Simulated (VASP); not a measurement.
# Si in VASP: notebook

Runs on Si. Level: LDA. Tasks: single point.

Program: VASP 6.6.1. These are calculated values, not measurements. Logs are shortened: lines on timing, memory, paths and dates and some standing lists are left out, and cuts for length are marked.

## (1) The cell of the first run

The structure is cubic, space group Fd-3m (No. 227). The conventional cell has a = 5.402 Å, b = 5.402 Å, c = 5.402 Å, α = 90.00°, β = 90.00°, γ = 90.00°. Si (site symmetry -43m) has 4 Si at 2.34 Å within 3.1 Å.

## (2) Single point, LDA

INCAR

```
SYSTEM = Si
PREC     = Accurate       ! precision mode
ENCUT    = 520            ! plane-wave cutoff, eV
EDIFF    = 1E-6           ! SCF threshold, eV
ISMEAR   = 0              ! smearing method
SIGMA    = 0.05           ! smearing width, eV
LREAL    = .False.        ! projectors in reciprocal space
LASPH    = .True.         ! aspherical terms in the spheres
NELM     = 80             ! most SCF steps
ALGO     = Normal         ! electronic algorithm
ISIF     = 2              ! what is computed and relaxed
LWAVE    = .False.        ! write WAVECAR
LCHARG   = .False.        ! write CHGCAR
NBANDS   = 11             ! bands
```

KPOINTS

```
Automatic mesh
0
Gamma
  12 12 12
  0 0 0
```

POSCAR

```
Si
1.0
    0.0000000000      2.7009735863      2.7009735863
    2.7009735863      0.0000000000      2.7009735863
    2.7009735863      2.7009735863      0.0000000000
Si
2
Direct
    0.5000000000      0.5000000000      0.5000000000
    0.7500000000      0.7500000000      0.7500000000
```

Potentials or basis: VASP PAW LDA potentials, release 64 (Si).

Launch:

```
$ cat potpaw_LDA.64/Si/POTCAR > POTCAR
$ mpirun -np 1 vasp_std > vasp.out
```

OUTCAR:

```text
SYSTEM = Si
   PREC = Accurate
   ENCUT = 520
   EDIFF = 1E-6
   ISMEAR = 0
   LREAL = .False.
   LASPH = .True.
   NELM = 80
   ISIF = 2

 ion  position               nearest neighbor table
   1  0.500  0.500  0.500-   2 2.34   2 2.34   2 2.34   2 2.34
   2  0.750  0.750  0.750-   1 2.34   1 2.34   1 2.34   1 2.34

  LATTYP: Found a face centered cubic cell.
 ALAT       =     5.4019471726

  Lattice vectors:

 A1 = (   0.0000000000,   2.7009735863,   2.7009735863)
 A2 = (   2.7009735863,   0.0000000000,   2.7009735863)
 A3 = (   2.7009735863,   2.7009735863,   0.0000000000)

Analysis of symmetry for initial positions (statically):
=====================================================================
 Subroutine PRICEL returns:
 Original cell was already a primitive cell.

 Routine SETGRP: Setting up the symmetry group for a
 face centered cubic supercell.

 Subroutine GETGRP returns: Found 48 space group operations
 (whereof 24 operations were pure point group operations)
 out of a pool of 48 trial point group operations.

The static configuration has the point symmetry T_d .
 The point group associated with its full space group is O_h .

Analysis of symmetry for dynamics (positions and initial velocities):
=====================================================================
 Subroutine PRICEL returns:
 Original cell was already a primitive cell.

 Routine SETGRP: Setting up the symmetry group for a
 face centered cubic supercell.

 Subroutine GETGRP returns: Found 48 space group operations
 (whereof 24 operations were pure point group operations)
 out of a pool of 48 trial point group operations.

The dynamic configuration has the point symmetry T_d .
 The point group associated with its full space group is O_h .

 Subroutine INISYM returns: Found 48 space group operations
 (whereof 24 operations are pure point group operations),
 and found     1 'primitive' translations

----------------------------------------------------------------------------------------

                                     Primitive cell

  volume of cell :      39.4086

  direct lattice vectors                    reciprocal lattice vectors
     0.000000000  2.700973586  2.700973586    -0.185118434  0.185118434  0.185118434
     2.700973586  0.000000000  2.700973586     0.185118434 -0.185118434  0.185118434
     2.700973586  2.700973586  0.000000000     0.185118434  0.185118434 -0.185118434

  length of vectors
     3.819753477  3.819753477  3.819753477     0.320634533  0.320634533  0.320634533

  position of ions in fractional coordinates (direct lattice)
     0.500000000  0.500000000  0.500000000
     0.750000000  0.750000000  0.750000000

  ion indices of the primitive-cell ions
   primitive index   ion index
                 1           1
                 2           2

----------------------------------------------------------------------------------------

 KPOINTS: Automatic mesh

Automatic generation of k-mesh.
 Grid dimensions read from file:
 generate k-points for:   12   12   12

 Generating k-lattice:

  Cartesian coordinates                     Fractional coordinates (reciprocal lattice)
    -0.015426536  0.015426536  0.015426536     0.083333333  0.000000000  0.000000000
     0.015426536 -0.015426536  0.015426536     0.000000000  0.083333333  0.000000000
     0.015426536  0.015426536 -0.015426536     0.000000000  0.000000000  0.083333333

  Length of vectors
     0.026719544  0.026719544  0.026719544

  Shift w.r.t. Gamma in fractional coordinates (k-lattice)
     0.000000000  0.000000000  0.000000000

 Subroutine IBZKPT returns following result:
 ===========================================

 Found     72 irreducible k-points:

 Following reciprocal coordinates:
            Coordinates               Weight
  0.000000  0.000000  0.000000      1.000000
  0.083333  0.000000  0.000000      8.000000
  0.166667  0.000000  0.000000      8.000000
  0.250000  0.000000  0.000000      8.000000
  0.333333  0.000000  0.000000      8.000000
  0.416667  0.000000  0.000000      8.000000
[... 16 lines left out ...]
  0.500000  0.166667  0.000000     24.000000
 -0.416667  0.166667  0.000000     24.000000
 [... further k-points ...]
   k-points           NKPTS =     72   k-points in BZ     NKDIM =     72   number of bands    NBANDS=     11
   number of dos      NEDOS =    301   number of ions     NIONS =      2
   total plane-waves  NPLWV =  21952
   dimension x,y,z NGX =    28 NGY =   28 NGZ =   28
   dimension x,y,z NGXF=    56 NGYF=   56 NGZF=   56
   ions per type =               2
   NGX,Y,Z   is equivalent  to a cutoff of  12.19, 12.19, 12.19 a.u.
   NGXF,Y,Z  is equivalent  to a cutoff of  24.37, 24.37, 24.37 a.u.
 SYSTEM =  Si
   PREC   = accura    normal or accurate (medium, high low for compatibility)
   ISTART =      0    job   : 0-new  1-cont  2-samecut
   ICHARG =      2    charge: 1-file 2-atom 10-const
   ISPIN  =      1    spin polarized calculation?
   LNONCOLLINEAR =      F non collinear calculations
   LSORBIT =      F    spin-orbit coupling
   LASPH  =      T    aspherical Exc in radial PAW
   ENCUT  =  520.0 eV  38.22 Ry    6.18 a.u.   7.10  7.10  7.10*2*pi/ulx,y,z
   NELM   =     80;   NELMIN=  2; NELMDL= -5     # of ELM steps
   EDIFF  = 0.1E-05   stopping-criterion for ELM
   LREAL  =      F    real-space projection
   EDIFFG = 0.1E-04   stopping-criterion for IOM
   NSW    =      0    number of steps for IOM
   IBRION =     -1    ionic relax: 0-MD 1-quasi-New 2-CG
   NFREE  =      0    steps in history (QN), initial steepest desc. (CG)
   ISIF   =      2    stress and relaxation
   ISYM   =      2    0-nonsym 1-usesym 2-fastsym
   POTIM  = 0.5000    time-step for ionic-motion
   TEBEG  =    0.0;   TEEND  =   0.0 temperature during run
   PSTRESS=    0.0 pullay stress
   NELECT =       8.0000    total number of electrons
   NUPDOWN=      -1.0000    fix difference up-down
   EMIN   =  10.00;   EMAX   =-10.00  energy-range for DOS
   EFERMI =   0.00;   METHOD = LEGACY
   ISMEAR =     0;   SIGMA  =   0.05  broadening in eV -4-tet -1-fermi 0-gaus
   EFERMI_NEDOS =   21; number of points for ismear=-14 and -15
   IALGO  =     38    algorithm
   IMIX   =      4    mixing-type and parameters
     AMIX     =   0.40;   BMIX     =  1.00
     AMIX_MAG =   1.60;   BMIX_MAG =  1.00
  volume/ion in A,a.u.               =      19.70       132.97
  Fermi-wavevector in a.u.,A,eV,Ry     =   0.962146  1.818193 12.595263  0.925726
  Thomas-Fermi vector in A             =   2.091580
   LORBIT       =      0    0 simple, 1 ext, 2 COOP (PROOUT), +10 PAW based schemes
   GGA     = CA    functional components
   LHFCALC =     F    Hartree Fock is set to
   AEXX    =    0.0000 exact exchange contribution
   IVDW    =     0    specifies the selected vdW correction
   LEPSILON=     F    determine dielectric tensor
   LRPA    =     F    only Hartree local field effects (RPA)
 non-spin polarized calculation
 Gauss-broadening in eV      SIGMA  =   0.05
  energy-cutoff  :      520.00
  volume of cell :       39.41
 maximum number of plane-waves:      1074
   NGX = 15   NGY = 15   NGZ = 15

 number of electron       8.0000001 magnetization

 Free energy of the ion-electron system (eV)
  ---------------------------------------------------
  ext. energy  EPLUGINS =         0.00000000
  ---------------------------------------------------
  free energy    TOTEN  =       -11.91974445 eV

  energy without entropy =      -11.91974445  energy(sigma->0) =      -11.91974445

 E-fermi :   6.1402     XC(G=0):  -9.6657

 val. band max:        5.9331094370   @ k =   0.0000   0.0000   0.0000
 cond. band min:       6.3752066173   @ k =   0.4167   0.4167   0.0000
 fundamental gap:      0.4420971803
 Fermi energy:         6.1402040878

 k-point     1 :       0.0000    0.0000    0.0000
  band No.  band energies     occupation
      1      -6.1334      2.00000
      2       5.9331      2.00000
      3       5.9331      2.00000
      4       5.9331      2.00000
      5       8.4641      0.00000
      6       8.4641      0.00000
      7       8.4641      0.00000
      8       9.3254      0.00000
      9      13.6692      0.00000
     10      13.6692      0.00000
     11      13.6788      0.00000

 k-point     2 :       0.0833    0.0000    0.0000
  band No.  band energies     occupation
      1      -6.0411      2.00000
      2       5.0642      2.00000
      3       5.7865      2.00000
      4       5.7865      2.00000
      5       8.5101      0.00000
      6       8.6791      0.00000
      7       8.6791      0.00000
      8       9.9808      0.00000
      9      13.3829      0.00000
     10      13.3829      0.00000
     11      14.0779      0.00000

 k-point     3 :       0.1667    0.0000    0.0000
  band No.  band energies     occupation
      1      -5.7671      2.00000
      2       3.5253      2.00000
      3       5.4757      2.00000
      4       5.4757      2.00000
      5       8.2466      0.00000
      6       9.1190      0.00000
      7       9.1190      0.00000
      8      11.3901      0.00000
      9      12.9965      0.00000
     10      12.9965      0.00000
     11      14.8476      0.00000
[... 267 lines left out ...]
 k-point    23 :       0.5000    0.1667    0.0000
  band No.  band energies     occupation
      1      -3.5976      2.00000
      2      -0.7468      2.00000
      3       3.1069      2.00000
      4       4.1323      2.00000
      5       7.8888      0.00000
      6      10.0078      0.00000
      7      10.5201      0.00000
      8      12.3086      0.00000
      9      15.2527      0.00000
     10      16.4133      0.00000
     11      17.6682      0.00000

 k-point    24 :      -0.4167    0.1667    0.0000
  band No.  band energies     occupation
      1      -3.4789      2.00000
      2      -0.9115      2.00000
      3       2.8878      2.00000
      4       4.3205      2.00000
      5       8.0416      0.00000
      6       9.9521      0.00000
      7      10.2904      0.00000
      8      13.8667      0.00000
      9      14.4241      0.00000
     10      14.7072      0.00000
     11      17.0301      0.00000

 [... further k-points ...]

------------------------ aborting loop because EDIFF is reached ----------------------------------------

  FORCE on cell =-STRESS in cart. coord.  units (eV):
  Direction    XX          YY          ZZ          XY          YZ          ZX
  --------------------------------------------------------------------------------------
  -------------------------------------------------------------------------------------
  Total        0.0116342      0.0116342      0.0116342      0.0000000      0.0000000      0.0000000
  in kB        0.4729944      0.4729944      0.4729944      0.0000000      0.0000000      0.0000000
  external PRESSURE =       0.4729944 kB  Pullay stress =       0.0000000 kB

 VOLUME and BASIS-vectors are now :
 -----------------------------------------------------------------------------
  energy-cutoff  :      520.00
  volume of cell :       39.41
      direct lattice vectors                 reciprocal lattice vectors
     0.000000000  2.700973586  2.700973586    -0.185118434  0.185118434  0.185118434
     2.700973586  0.000000000  2.700973586     0.185118434 -0.185118434  0.185118434
     2.700973586  2.700973586  0.000000000     0.185118434  0.185118434 -0.185118434

 POSITION                                       TOTAL-FORCE (eV/Angst)
 -----------------------------------------------------------------------------------
      2.70097      2.70097      2.70097        -0.000000     -0.000000      0.000000
      4.05146      4.05146      4.05146         0.000000      0.000000     -0.000000
 -----------------------------------------------------------------------------------
    total drift:                                0.000000      0.000000     -0.000000

  FREE ENERGIE OF THE ION-ELECTRON SYSTEM (eV)
  ---------------------------------------------------
  free  energy   TOTEN  =       -11.9197444474 eV

  energy  without entropy=      -11.9197444474  energy(sigma->0) =      -11.91974445
```

Wall time 32 s (1 thread of Intel Xeon Platinum 8259CL at 2.50GHz (Skylake/Cascade Lake), shared host); peak memory 0.14 GiB.

What came out:

```yaml
Free_energy: -11.9197 eV
Pressure: 0.0 GPa
Band_gap_on_the_k_mesh: 0.44 eV, indirect (least direct gap 2.53 eV)
```

A k mesh can miss the band edges. As with any semilocal functional, this LDA gap is likely too small.

## (3) Single point, LDA

This run uses another cell than the first one, of 18.16 Å³/atom, 0.922 times its volume.

INCAR

```
SYSTEM = Si
  ALGO = Normal
  EDIFF = 1E-6
  ENCUT = 520
  ISIF = 2
  ISMEAR = 0
  LASPH = .True.
  LCHARG = .True.
  LELF = .True.
  LREAL = .False.
  LVHAR = .True.
  LWAVE = .False.
  NBANDS = 11
  NELM = 80
  PREC = Accurate
  SIGMA = 0.05
```

KPOINTS

```
k-points
0
Gamma
  12 12 12
  0 0 0
```

POSCAR

```
Si
1.0
    0.0000000000      2.5929346428      2.7009735863
    2.5929346428      0.0000000000      2.7009735863
    2.5929346428      2.5929346428      0.0000000000
Si
2
Direct
    0.5000000000      0.5000000000      0.5000000000
    0.7500000000      0.7500000000      0.7500000000
```

Potentials or basis: VASP PAW LDA potentials, release 64 (Si).

Launch:

```
$ cat potpaw_LDA.64/Si/POTCAR > POTCAR
$ mpirun -np 1 vasp_std > vasp.out
```

Wall time 76 s (1 thread of Intel Xeon Platinum 8259CL at 2.50GHz (Skylake/Cascade Lake), shared host); peak memory 0.17 GiB.

Results (log left out):

```
Free energy            : -11.8216 eV
Pressure               : 9.4 GPa
Band gap on the k mesh : 0.06 eV, indirect (least direct gap 2.42 eV)
```

Stress tensor (GPa, compression positive):
```
10.74  0.00  0.00
 0.00 10.74  0.00
 0.00  0.00  6.57
```

Levels at points of the mesh, in eV from the valence-band top:
```tsv
k point	band 1	band 2	band 3	band 4	band 5	band 6	band 7	band 8	band 9
(0.00, 0.00, 0.00)	-12.76	-0.31	0.00	0.00	2.42	2.42	2.55	4.23	7.25
(0.50, 0.00, 0.00)	-10.16	-7.58	-1.60	-1.17	1.58	3.05	3.32	7.56	10.44
(0.50, 0.50, 0.00)	-8.43	-8.43	-2.99	-2.99	0.53	0.53	10.78	10.78	11.02
(0.50, 0.00, 0.50)	-8.15	-8.15	-3.33	-3.33	0.19	0.19	10.32	10.32	11.54
```

A k mesh can miss the band edges.
